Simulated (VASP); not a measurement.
**CoO: single point with PBEsol**

The system is CoO.

```
Co O
1.0
     0.00000    2.08799    2.08799
     2.08799    0.00000    2.08799
     2.08799    2.08799    0.00000
Co O
1 1
Direct
  0.00000 0.00000 0.00000
  0.50000 0.50000 0.50000
```

This cell differs from its parent crystal: volume scaled by 0.94.

- Program: VASP 6.6.1
- Task: single point
- Functional: PBEsol
- Potentials or basis: VASP PAW PBE potentials, release 64 (Co, O)
- Cutoff: 520 eV
- k mesh: 11 × 11 × 11
- Occupations: fermi-dirac, width 0.05 eV
- Spin: collinear spin, ferromagnetic start
- Starting moments: [2.0, 0.0] μB
- Dipole correction: no
- Further INCAR settings: ALGO = Normal; EDIFF = 1e-07; NBANDS = 18

```yaml
Pressure: -1.2 GPa
Net_moment: 2.78 μB per cell
Site_moments: Co +2.45; O +0.28 μB
Valence_electrons_inside_the_program's_atomic_spheres: Co 7.92; O 4.98
```

Levels at points of the mesh, in eV from the Fermi level:
Spin up:
| k point | band 7 | band 8 | band 9 | band 10 | band 11 | band 12 |
| --- | --- | --- | --- | --- | --- | --- |
| (0.00, 0.00, 0.00) | -3.17 | -3.17 | -3.17 | 1.17 | 16.75 | 18.39 |
Spin down:
| k point | band 4 | band 5 | band 6 | band 7 | band 8 | band 9 |
| --- | --- | --- | --- | --- | --- | --- |
| (0.00, 0.00, 0.00) | -2.94 | -1.25 | -1.25 | -1.25 | -0.24 | -0.24 |

Wall time 33 s on 1 thread of Intel Xeon 6975P-C (shared host), peak memory 0.17 GiB.

Caveat: the PAW data sets were made with another functional, which shifts forces and pressure a little; a cell with one magnetic atom can't hold antiferromagnetic order, which such compounds often take; semilocal functionals often make such compounds metallic where correlation or magnetic order opens a gap, which also shifts bond lengths.
